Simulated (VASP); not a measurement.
Here is a VASP 6.6.1 calculation.

File INCAR:

```
SYSTEM = Mo
ALGO = Normal ; EDIFF = 1E-7
EDIFFG = -0.01 ; ENCUT = 600
GGA = PE ; IBRION = 2
ISIF = 3 ; ISMEAR = 0
IVDW = 12 ; LASPH = .True.
LCHARG = .False. ; LREAL = .False.
LWAVE = .False. ; NELM = 60
NSW = 80 ; PREC = Accurate
PSTRESS = 100.0 ; SIGMA = 0.1
```

KPOINTS

```
k-points
0
Gamma
  10 10 10
  0 0 0
```

File POSCAR:

```
Mo
1.0
    2.5800000000      0.0000000000      0.0000000000
    0.0000000000      2.5800000000      0.0000000000
    0.0000000000      0.0000000000      2.5800000000
Mo
1
Direct
    0.0000000000      0.0000000000      0.0000000000
```

Potentials or basis: VASP PAW PBE potentials, release 64 (Mo_sv).

Run with:

```console
$ cat potpaw_PBE.64/Mo_sv/POTCAR > POTCAR
$ mpirun -np 1 vasp_std > vasp.out
```

Question: Estimate the band gap on the k mesh.

Answer: Zero (bands 7 and 8 overlap by 2.55 eV).

Question: Predict the space group after relaxing (to 0.1 Å).

Answer: Pm-3m (No. 221).

Step by step:
```csv
step,energy change (eV),largest force (eV/Å),pressure (GPa),volume (Å³)
1,0.0000,0.0000,-0.22,17.17
2,0.3139,0.0000,44.79,14.59
3,0.0208,0.0000,9.54,16.43
4,0.0225,0.0000,9.95,16.40
```

Caveat: the cell is relaxed towards a set pressure, so the run minimises the enthalpy, not the energy.
